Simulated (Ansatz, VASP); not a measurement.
**CdTe: VASP beside Ansatz**

POSCAR

```
CdTe
1.0
    0.0000000000      3.2821135600      3.2821135600
    3.2821135600      0.0000000000      3.2821135600
    3.2821135600      3.2821135600      0.0000000000
Cd Te
1 1
Direct
    0.0000000000      0.0000000000      0.0000000000
    0.7500000000      0.7500000000      0.7500000000
```

File INCAR.step1:

```
PREC = Accurate
ENCUT = 600
ISMEAR = 0
SIGMA = 0.02
LREAL = False
LASPH = True
NELM = 100
GGA = PE
ALGO = Normal
EDIFF = 1E-4
LWAVE = True
LCHARG = False
```

File INCAR.step2:

```
PREC = Accurate
ENCUT = 600
EDIFF = 1E-6
ISMEAR = 0
SIGMA = 0.02
LREAL = False
LASPH = True
NELM = 100
ALGO = Normal
ISIF = 3
LWAVE = False
LCHARG = False
METAGGA = R2SCAN
LMIXTAU = True
IBRION = 2
NSW = 100
EDIFFG = -0.005
ISTART = 1
```

The input KPOINTS:

```
Automatic mesh
0
Gamma
  8 8 8
```

Input for Ansatz:

```yaml
crystal:
  lattice:
    - [0.0, 3.28211356, 3.28211356]
    - [3.28211356, 0.0, 3.28211356]
    - [3.28211356, 3.28211356, 0.0]
  atoms:
    - { symbol: Cd, position: [0.0, 0.0, 0.0] }
    - { symbol: Te, position: [0.75, 0.75, 0.75] }
basis:
  ecutwfc: 500
kpoints:
  mp_grid: { grid: [8, 8, 8] }
hamiltonian:
  xc: r2scan
scf:
  occupations: { method: gaussian, width: 0.02 }
output:
  forces: true
  stress: true
  eigenvalues: true
relax:
  adjacent_minimum: "off"
  f_tol: 0.005
  max_steps: 80
  cell: { stress_tol: 0.05 }
```

Alike in both runs: task relaxation of cell and atoms; functional r2SCAN; k mesh 8 × 8 × 8; occupations gaussian, width 0.02 eV; no spin polarisation.

|  | VASP | Ansatz |
| --- | --- | --- |
| version | VASP 6.6.1 | Ansatz 0.2.0 |
| potentials or method | VASP PAW PBE potentials, release 64 (Cd, Te), cutoff 600 eV | scalar-relativistic, plane waves, PAW |
| valence electrons in the cell | 18 | 36 |

|  | VASP | Ansatz | Ansatz less VASP |
| --- | --- | --- | --- |
| gap on the k mesh at the Fermi level, each at its own relaxed structure (eV) | 1.15 | 1.17 | +0.013 |
| relaxed volume (Å³/atom) | 35.31 | 35.25 | -0.055 |
| relaxed length of the cell vector where the two differ most in proportion (Å) | 4.639 | 4.637 | -0.0024 |

VASP's potentials were made for PBE, not for r2SCAN. VASP's potentials hold 18 valence electrons a cell and Ansatz's 36, so a difference there can come from the potentials and not from the codes.

Neither program's run includes spin-orbit coupling.
